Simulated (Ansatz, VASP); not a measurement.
Zn2BF in VASP and in Ansatz

```
Zn B F
1.0
     3.75827    0.00000    0.00000
    -1.87913    3.25476    0.00000
     0.00000    0.00000    4.03125
Zn B F
2 1 1
Direct
  0.33333 0.66667 0.00000
  0.66667 0.33333 0.00000
  0.00000 0.00000 0.00000
  0.00000 0.00000 0.50000
```

Alike in both runs: task relaxation of cell and atoms; functional PBE; k mesh 4 × 4 × 4; occupations gaussian, width 0.15 eV; no spin polarisation.

```csv
,VASP,Ansatz
version,VASP 6.6.1,Ansatz 0.2.0
potentials or method,"VASP PAW PBE potentials, release 64 (Zn, B, F), cutoff 600 eV","scalar-relativistic, plane waves, PAW"
valence electrons in the cell,34,34
```

```tsv
	VASP	Ansatz	Ansatz less VASP
gap on the k mesh at the Fermi level, each at its own relaxed structure (eV)	none	none	-
relaxed volume (Å³/atom)	14.11	14.01	-0.095
relaxed cell length with the largest relative difference (Å)	4.069	4.050	-0.0189
```

A gap of «none» marks a metal or a gap that the smearing closes.

The k mesh is coarse, so the values compare programs but aren't converged.
